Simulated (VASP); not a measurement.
Here is a VASP 6.6.1 calculation.

The input INCAR:

```
PREC = Accurate
ENCUT = 520
EDIFF = 1E-8
ISMEAR = -1
SIGMA = 0.05
LREAL = F
LASPH = T
NELM = 100
ALGO = Normal
ISIF = 2
LWAVE = F
LCHARG = F
GGA = PS
LEFG = T
NBANDS = 18
```

KPOINTS

```
regular mesh
0
Gamma
  15 15 9
```

Contents of POSCAR:

```
ZnIr
1.0
    2.7748519876      0.0000000000      0.0000000000
   -1.3874259938      2.4030923130      0.0000000000
    0.0000000000      0.0000000000      4.1708488715
Zn Ir
1 1
Direct
    0.6666666667      0.3333333333      0.5000000000
    0.0000000000      0.0000000000      0.0000000000
```

Potentials or basis: VASP PAW PBE potentials, release 64 (Zn, Ir).

Run with:

```bash
$ cat potpaw_PBE.64/Zn/POTCAR potpaw_PBE.64/Ir/POTCAR > POTCAR
$ mpirun -np 1 vasp_std > vasp.out
```

Q: Estimate the pressure.

A: -3.0 GPa.

Electric field gradients, principal values (V/Å²):
| atom | least | middle | greatest (by size) |
| --- | --- | --- | --- |
| 1 Zn | 31.574 | 31.582 | -63.156 |
| 2 Ir | -21.559 | -21.559 | 43.118 |

Caveat: without QUAD_EFG the Cq values of the log hold for a quadrupole moment of 1 mb, not for the nuclei; the PAW data sets were made with another functional, which shifts forces and pressure a little.
